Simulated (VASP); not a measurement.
# AlN (P6_3mc) in VASP: notebook

AlN is run at these levels: PBEsol; tasks: electric field gradients, vibrations by perturbation theory.

Everything below comes from runs of VASP 6.6.1. Logs are shortened: lines on timing, memory, paths and dates and some standing lists are left out, and cuts for length are marked.

**What was measured.**

“Structural and optical properties of self-assembled AlN nanowires grown on SiO2/Si substrates by molecular beam epitaxy”, 2024, arxiv:2402.00216 quotes, for a bulk crystal of AlN at 0 K: band gap 6.0343 eV (an exciton energy, a little under the gap).

The results are compared with them further down.

## 1. The cell of the first run

It takes space group P6_3mc (No. 186, hexagonal). Conventional cell: a = 3.114 Å, b = 3.114 Å, c = 4.984 Å, α = 90.00°, β = 90.00°, γ = 120.00°. Al (site symmetry 3m) has 4 N at 1.89 to 1.90 Å within 2.5 Å. N (site symmetry 3m) has 4 Al at 1.89 to 1.90 Å within 2.5 Å.

## 2. Electric field gradients, PBEsol

The input, INCAR:

```
SYSTEM = AlN
PREC = Accurate
ENCUT = 520
EDIFF = 1E-8
ISMEAR = 0
SIGMA = 0.05
LREAL = .False.
LASPH = .True.
NELM = 60
ALGO = Normal
ISIF = 2
LWAVE = .False.
LCHARG = .False.
GGA = PS
LEFG = .True.
NBANDS = 16
```

The input, KPOINTS:

```
regular mesh
0
Gamma
  12 12 8
  0 0 0
```

The input, POSCAR:

```
AlN
1.0
    3.1138207702      0.0000000000      0.0000000000
   -1.5569103851      2.6966478898      0.0000000000
    0.0000000000      0.0000000000      4.9835885532
Al N
2 2
Direct
    0.3333333333      0.6666666667      0.0015085243
    0.6666666667      0.3333333333      0.5015085243
    0.3333333333      0.6666666667      0.3834914757
    0.6666666667      0.3333333333      0.8834914757
```

Potentials or basis: VASP PAW PBE potentials, release 64 (Al, N).

Launch:

```console
$ cat potpaw_PBE.64/Al/POTCAR potpaw_PBE.64/N/POTCAR > POTCAR
$ mpirun -np 1 vasp_std > vasp.out
```

OUTCAR:

```text
SYSTEM = AlN
   PREC = Accurate
   ENCUT = 520
   EDIFF = 1E-8
   ISMEAR = 0
   LREAL = .False.
   LASPH = .True.
   NELM = 60
   ISIF = 2
   GGA = PS

 ion  position               nearest neighbor table
   1  0.333  0.667  0.002-   4 1.89   4 1.89   4 1.89   3 1.90   2 3.07   2 3.07   2 3.07   2 3.07
                             2 3.07   2 3.07
   2  0.667  0.333  0.502-   3 1.89   3 1.89   3 1.89   4 1.90   1 3.07   1 3.07   1 3.07   1 3.07
                             1 3.07   1 3.07
   3  0.333  0.667  0.383-   2 1.89   2 1.89   2 1.89   1 1.90
   4  0.667  0.333  0.883-   1 1.89   1 1.89   1 1.89   2 1.90

  LATTYP: Found a hexagonal cell.
 ALAT       =     3.1138207702
 C/A-ratio  =     1.6004737976

  Lattice vectors:

 A1 = (   3.1138207702,   0.0000000000,   0.0000000000)
 A2 = (  -1.5569103851,   2.6966478898,   0.0000000000)
 A3 = (   0.0000000000,   0.0000000000,   4.9835885532)

Analysis of symmetry for initial positions (statically):
=====================================================================
 Subroutine PRICEL returns:
 Original cell was already a primitive cell.

 Routine SETGRP: Setting up the symmetry group for a
 hexagonal supercell.

 Subroutine GETGRP returns: Found 12 space group operations
 (whereof  6 operations were pure point group operations)
 out of a pool of 24 trial point group operations.

The static configuration has the point symmetry C_3v.
 The point group associated with its full space group is C_6v.

Analysis of symmetry for dynamics (positions and initial velocities):
=====================================================================
 Subroutine PRICEL returns:
 Original cell was already a primitive cell.

 Routine SETGRP: Setting up the symmetry group for a
 hexagonal supercell.

 Subroutine GETGRP returns: Found 12 space group operations
 (whereof  6 operations were pure point group operations)
 out of a pool of 24 trial point group operations.

The dynamic configuration has the point symmetry C_3v.
 The point group associated with its full space group is C_6v.

 Subroutine INISYM returns: Found 12 space group operations
 (whereof  6 operations are pure point group operations),
 and found     1 'primitive' translations

[... 150 lines left out ...]
 cond. band min:      10.1612916383   @ k =   0.0000   0.0000   0.0000
 fundamental gap:      4.1110344200
 Fermi energy:         6.2429448278

 k-point     1 :       0.0000    0.0000    0.0000
  band No.  band energies     occupation
      1      -9.1110      2.00000
      2      -6.9315      2.00000
      3       0.0005      2.00000
      4       5.1721      2.00000
      5       5.1721      2.00000
      6       5.8263      2.00000
[... 433 lines left out ...]
      3       1.1718      2.00000
      4       1.9964      2.00000
      5       2.6399      2.00000
      6       4.2242      2.00000
[... 8 lines left out ...]
     15      18.3025      0.00000
     16      20.2576      0.00000

 [... further k-points ...]

------------------------ aborting loop because EDIFF is reached ----------------------------------------

  FORCE on cell =-STRESS in cart. coord.  units (eV):
  Direction    XX          YY          ZZ          XY          YZ          ZX
  --------------------------------------------------------------------------------------
  -------------------------------------------------------------------------------------
  Total       -0.0084261     -0.0084261     -0.0049394      0.0000000      0.0000000      0.0000000
  in kB       -0.3226096     -0.3226096     -0.1891134      0.0000000      0.0000000      0.0000000
  external PRESSURE =      -0.2781108 kB  Pullay stress =       0.0000000 kB

 VOLUME and BASIS-vectors are now :
 -----------------------------------------------------------------------------
  energy-cutoff  :      520.00
  volume of cell :       41.85
      direct lattice vectors                 reciprocal lattice vectors
     3.113820770  0.000000000  0.000000000     0.321148863  0.185415383  0.000000000
    -1.556910385  2.696647890  0.000000000     0.000000000  0.370830765  0.000000000
     0.000000000  0.000000000  4.983588553     0.000000000  0.000000000  0.200658620

 POSITION                                       TOTAL-FORCE (eV/Angst)
 -----------------------------------------------------------------------------------
     -0.00000      1.79777      0.00752         0.000000     -0.000000     -0.000496
      1.55691      0.89888      2.49931        -0.000000      0.000000     -0.000496
     -0.00000      1.79777      1.91116         0.000000     -0.000000      0.000496
      1.55691      0.89888      4.40296        -0.000000      0.000000      0.000496
 -----------------------------------------------------------------------------------
    total drift:                               -0.000000      0.000000      0.000578

  FREE ENERGIE OF THE ION-ELECTRON SYSTEM (eV)
  ---------------------------------------------------
  free  energy   TOTEN  =       -31.3124302305 eV

  energy  without entropy=      -31.3124302305  energy(sigma->0) =      -31.31243023

 Electric field gradients (V/A^2)
---------------------------------------------------------------------
 ion       V_xx      V_yy      V_zz      V_xy      V_xz      V_yz
---------------------------------------------------------------------
   1      -2.492    -2.492     4.985     0.000     0.000    -0.000
   2      -2.492    -2.492     4.985     0.000    -0.000     0.000
   3      -0.037    -0.038     0.075    -0.000    -0.000     0.000
   4      -0.037    -0.038     0.075    -0.000     0.000    -0.000
---------------------------------------------------------------------

 Electric field gradients after diagonalization (V/A^2)
 (convention: |V_zz| > |V_xx| > |V_yy|)
----------------------------------------------------------------------
 ion       V_xx      V_yy      V_zz     asymmetry (V_yy - V_xx)/ V_zz
----------------------------------------------------------------------
   1      -2.492    -2.492     4.985       0.000
   2      -2.492    -2.492     4.985       0.000
   3      -0.038    -0.037     0.075       0.006
   4      -0.038    -0.037     0.075       0.006
----------------------------------------------------------------------

           NMR quadrupolar parameters

 Cq : quadrupolar parameter    Cq=e*Q*V_zz/h
 eta: asymmetry parameters     (V_yy - V_xx)/ V_zz
 Q  : nuclear electric quadrupole moment in mb (millibarn)
----------------------------------------------------------------------
 ion       Cq(MHz)       eta       Q (mb)
----------------------------------------------------------------------
   1       0.012       0.000       1.000
   2       0.012       0.000       1.000
   3       0.000       0.006       1.000
   4       0.000       0.006       1.000
----------------------------------------------------------------------
```

stdout:

```text
POSCAR found type information on POSCAR AlN
 POSCAR found :  2 types and       4 ions
 scaLAPACK will be used
 -----------------------------------------------------------------------------
|                                                                             |
|                                                                             |
|     You enforced a specific xc type in the INCAR file but a different       |
|     I HOPE YOU KNOW WHAT YOU ARE DOING!                                     |
|                                                                             |
 -----------------------------------------------------------------------------

 LDA part: xc-table for (Slater+PW92), standard interpolation
 POSCAR, INCAR and KPOINTS ok, starting setup
 FFT: planning ... GRIDC
 FFT: planning ... GRID_SOFT
 FFT: planning ... GRID
 WAVECAR not read
 entering main loop
ion   1

ion   2

ion   3

ion   4
```

Run time: 32 s. Hardware: 1 thread of Intel Xeon 6975P-C (Granite Rapids), shared host; peak memory 0.19 GiB.

Results:

```yaml
Free_energy: -31.3124 eV
Pressure: 0.0 GPa
Band_gap_on_the_k_mesh: 4.11 eV
Largest_electric_field_gradient_by_atom: Al +5.0; N +0.1 V/Å²
```

Levels at points of the mesh, in eV from the valence-band top:
| k point | band 5 | band 6 | band 7 | band 8 | band 9 | band 10 | band 11 | band 12 |
| --- | --- | --- | --- | --- | --- | --- | --- | --- |
| (0.00, 0.00, 0.00) | -0.88 | -0.22 | -0.22 | 0.00 | 4.11 | 6.55 | 10.49 | 11.02 |
| (0.50, 0.00, 0.00) | -3.38 | -2.11 | -1.81 | -0.70 | 5.67 | 5.67 | 8.07 | 10.15 |
| (0.00, 0.00, 0.50) | -0.56 | -0.56 | -0.56 | -0.56 | 6.37 | 6.37 | 10.20 | 10.20 |
| (0.50, 0.00, 0.50) | -1.49 | -1.49 | -1.38 | -1.38 | 5.17 | 5.17 | 9.12 | 9.12 |

Electric field gradients, principal values (V/Å²):
```csv
atom,least,middle,greatest (by size)
1 Al,-2.492,-2.492,4.985
2 Al,-2.492,-2.492,4.985
3 N,-0.037,-0.038,0.075
4 N,-0.037,-0.038,0.075
```

Caveat: without QUAD_EFG the Cq values of the log hold for a quadrupole moment of 1 mb, not for the nuclei; the PAW data sets were made with another functional, which shifts forces and pressure a little.

## 3. Vibrations by perturbation theory, PBEsol

The input, INCAR:

```
  PREC = Accurate
  ENCUT = 520
  EDIFF = 1E-8
  ISMEAR = 0
  SIGMA = 0.05
  LREAL = F
  LASPH = T
  NELM = 60
  ALGO = Normal
  ISIF = 2
  LWAVE = F
  LCHARG = F
  GGA = PS
  NBANDS = 16
  IBRION = 8
  NSW = 1
```

The input, KPOINTS:

```
regular mesh
0
Gamma
  8 8 6
```

POSCAR is that of step 2.

Potentials or basis: VASP PAW PBE potentials, release 64 (Al, N).

Launch:

```console
$ cat potpaw_PBE.64/Al/POTCAR potpaw_PBE.64/N/POTCAR > POTCAR
$ mpirun -np 1 vasp_std > vasp.out
```

OUTCAR:

```text
PREC = Accurate
   ENCUT = 520
   EDIFF = 1E-8
   ISMEAR = 0
   LREAL = F
   LASPH = T
   NELM = 60
   ISIF = 2
   GGA = PS
   IBRION = 8
   NSW = 1

 ion  position               nearest neighbor table
   1  0.333  0.667  0.002-   4 1.89   4 1.89   4 1.89   3 1.90   2 3.07   2 3.07   2 3.07   2 3.07
                             2 3.07   2 3.07
   2  0.667  0.333  0.502-   3 1.89   3 1.89   3 1.89   4 1.90   1 3.07   1 3.07   1 3.07   1 3.07
                             1 3.07   1 3.07
   3  0.333  0.667  0.383-   2 1.89   2 1.89   2 1.89   1 1.90
   4  0.667  0.333  0.883-   1 1.89   1 1.89   1 1.89   2 1.90

  LATTYP: Found a hexagonal cell.
 ALAT       =     3.1138207702
 C/A-ratio  =     1.6004737976

  Lattice vectors:

 A1 = (   3.1138207702,   0.0000000000,   0.0000000000)
 A2 = (  -1.5569103851,   2.6966478898,   0.0000000000)
 A3 = (   0.0000000000,   0.0000000000,   4.9835885532)

Analysis of symmetry for initial positions (statically):
=====================================================================
 Subroutine PRICEL returns:
 Original cell was already a primitive cell.

 Routine SETGRP: Setting up the symmetry group for a
 hexagonal supercell.

 Subroutine GETGRP returns: Found 12 space group operations
 (whereof  6 operations were pure point group operations)
 out of a pool of 24 trial point group operations.
[... 684 lines left out ...]
  free energy    TOTEN  =        -0.25275744 eV

  energy without entropy =       -0.25275744

------------------------ aborting loop because EDIFF is reached ----------------------------------------

 INTERNAL STRAIN TENSOR  FOR ION    3  DIRECTION 3   (eV/Angst):
 -----------------------------------------------------------------------------
     5.59529 -0.00000  0.00000
    -0.00000  5.59529  0.00000
    -0.00000  0.00000-12.39569

 INTERNAL STRAIN TENSOR FOR ION    4 for displacements in x,y,z  (eV/Angst):
          X           Y           Z          XY          YZ          ZX
  --------------------------------------------------------------------------------
  x    -0.00000     0.00000    -0.00000    10.62124    -0.00000     5.35486
  y    10.62124   -10.62124    -0.00000     0.00000     5.37251     0.00000
  z     5.59529     5.59529   -12.39569     0.00000     0.00000     0.00000

 SECOND DERIVATIVES (NOT SYMMETRIZED)
 ------------------------------------
               1X          1Y          1Z          2X          2Y          2Z          3X          3Y          3Z          4X          4Y          4Z
  1X   -15.679248   -0.000000   -0.000000    0.665693    0.000000   -0.000000    1.438137    0.000000   -0.000000   13.575417    0.000000   -0.000000
  1Y     0.000000  -15.679248    0.000000   -0.000000    0.665693    0.000000    0.000000    1.438137    0.000000    0.000000   13.575417    0.000000
  1Z     0.000000   -0.000000  -20.876879    0.000000   -0.000000    8.326320   -0.000000    0.000000    6.403505   -0.000000   -0.000000    6.147054
  2X     0.665693    0.000000    0.000000  -15.679248   -0.000000    0.000000   13.575417    0.000000    0.000000    1.438137    0.000000    0.000000
  2Y    -0.000000    0.665693   -0.000000    0.000000  -15.679248   -0.000000    0.000000   13.575417    0.000000   -0.000000    1.438137    0.000000
  2Z     0.000000    0.000000    8.326320    0.000000   -0.000000  -20.876879    0.000000    0.000000    6.147054    0.000000    0.000000    6.403505
  3X     1.436800    0.000000    0.000000   13.573724    0.000000    0.000000  -15.719501    0.000000    0.000000    0.708976   -0.000000    0.000000
  3Y    -0.000000    1.436800    0.000000    0.000000   13.573724    0.000000    0.000000  -15.719501    0.000000    0.000000    0.708976    0.000000
  3Z    -0.000000    0.000000    6.374539    0.000000   -0.000000    6.172609    0.000000    0.000000  -19.465481    0.000000    0.000000    6.918333
  4X    13.573724    0.000000    0.000000    1.436800   -0.000000    0.000000    0.708976   -0.000000   -0.000000  -15.719501    0.000000   -0.000000
  4Y     0.000000   13.573724    0.000000    0.000000    1.436800    0.000000    0.000000    0.708976    0.000000    0.000000  -15.719501    0.000000
  4Z     0.000000    0.000000    6.172609    0.000000   -0.000000    6.374539    0.000000    0.000000    6.918333    0.000000    0.000000  -19.465481

 Eigenvectors and eigenvalues of the dynamical matrix
 ----------------------------------------------------

   1 f  =   21.461494 THz   134.846546 2PiTHz  715.878395 cm-1    88.757569 meV
             X         Y         Z           dx          dy          dz
     -0.000000  1.797765  0.007518    -0.000000    0.000000    0.010393
      1.556910  0.898883  2.499312    -0.000000    0.000000   -0.010393
     -0.000000  1.797765  1.911164     0.000000   -0.000000   -0.707030
      1.556910  0.898883  4.402958     0.000000   -0.000000    0.707030
[... 71 lines left out ...]
  12 f/i=    0.001176 THz     0.007387 2PiTHz    0.039218 cm-1     0.004862 meV
             X         Y         Z           dx          dy          dz
     -0.000000  1.797765  0.007518    -0.000000   -0.000000    0.573716
      1.556910  0.898883  2.499312    -0.000000   -0.000000    0.573716
     -0.000000  1.797765  1.911164    -0.000000   -0.000000    0.413339
      1.556910  0.898883  4.402958    -0.000000   -0.000000    0.413339

--------------------------------------------------------------------------------------------------------

 ELASTIC MODULI CONTR FROM IONIC RELAXATION (kBar)
 Direction    XX          YY          ZZ          XY          YZ          ZX
 --------------------------------------------------------------------------------
 XX        -723.6108    340.6252    424.2348     -0.0000      0.0000     -0.0000
 YY         340.6252   -723.6108    424.2348     -0.0000     -0.0000      0.0000
 ZZ         424.2348    424.2348   -939.8535      0.0000     -0.0000      0.0000
 XY          -0.0000     -0.0000      0.0000   -532.1180     -0.0000      0.0000
 YZ           0.0000     -0.0000     -0.0000     -0.0000   -134.6004      0.0000
 ZX          -0.0000      0.0000      0.0000      0.0000      0.0000   -143.3342
 --------------------------------------------------------------------------------
```

OSZICAR:

```text
N       E                     dE             d eps       ncg     rms          rms(c)
DAV:   1     0.385063115229E+02    0.38506E+02   -0.72653E+03  1280   0.895E+02
DAV:   2    -0.323431861126E+02   -0.70849E+02   -0.65009E+02  1784   0.183E+02
DAV:   3    -0.357374492956E+02   -0.33943E+01   -0.33856E+01  1592   0.418E+01
DAV:   4    -0.357579394280E+02   -0.20490E-01   -0.20488E-01  1592   0.369E+00
[... 67 lines left out ...]
RMM:   8    -0.252756075430E+00    0.36046E-05    0.44319E-07  2803   0.607E-04    0.303E-04
RMM:   9    -0.252757391749E+00   -0.13163E-05   -0.44503E-08  2781   0.224E-04    0.194E-05
RMM:  10    -0.252757430975E+00   -0.39226E-07    0.45840E-08  2955   0.307E-05    0.165E-05
RMM:  11    -0.252757437544E+00   -0.65692E-08    0.93316E-09  2901   0.113E-05    0.499E-06
 Linear response finished
```

Run time: 2.7 min. Hardware: 1 thread of Intel Xeon 6975P-C (Granite Rapids), shared host; peak memory 0.41 GiB.

Results:

```yaml
Highest_phonon_frequency_at_Γ_LO-TO_splitting_left_out: 716 cm⁻¹
```

Phonon frequencies in cm⁻¹ (negative: imaginary):
```csv
q point,frequencies
"(0.000, 0.000, 0.000)",0 0 0 235 235 542 608 655 655 665 665 716
```

Caveat: the PAW data sets were made with another functional, which shifts forces and pressure a little.

(Part 1 of 2 ends here.)
